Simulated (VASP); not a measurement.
Here is a VASP 6.6.1 calculation.

INCAR

```
PREC = Accurate
ENCUT = 520
EDIFF = 1E-8
ISMEAR = 0
SIGMA = 0.01
LREAL = False
LASPH = True
NELM = 120
ALGO = Normal
ISIF = 2
LWAVE = False
LCHARG = False
GGA = CA
LEPSILON = True
GGA_COMPAT = False
```

The input KPOINTS:

```
Automatic mesh
0
Gamma
  8 8 8
```

File POSCAR:

```
PbF2
1.0
    0.0000000000      2.9636600000      2.9636600000
    2.9636600000      0.0000000000      2.9636600000
    2.9636600000      2.9636600000      0.0000000000
Pb F
1 2
Direct
    0.0000000000      0.0000000000      0.0000000000
    0.7500000000      0.7500000000      0.7500000000
    0.2500000000      0.2500000000      0.2500000000
```

Potentials or basis: VASP PAW LDA potentials, release 64 (Pb_d, F).

Command:

```sh
$ cat potpaw_LDA.64/Pb_d/POTCAR potpaw_LDA.64/F/POTCAR > POTCAR
$ mpirun -np 1 vasp_std > vasp.out
```

(1) Estimate the electronic dielectric tensor (diagonal).

(2) Estimate the Born charges (mean of the diagonal).

(3) Estimate the band gap on the k mesh.

Results:

(1) 3.40.

(2) Pb +3.20; F -1.60 e.

(3) 4.22 eV (least direct gap 4.38 eV).

Caveat: spin-orbit coupling is left out, which moves the levels of the heavy elements.
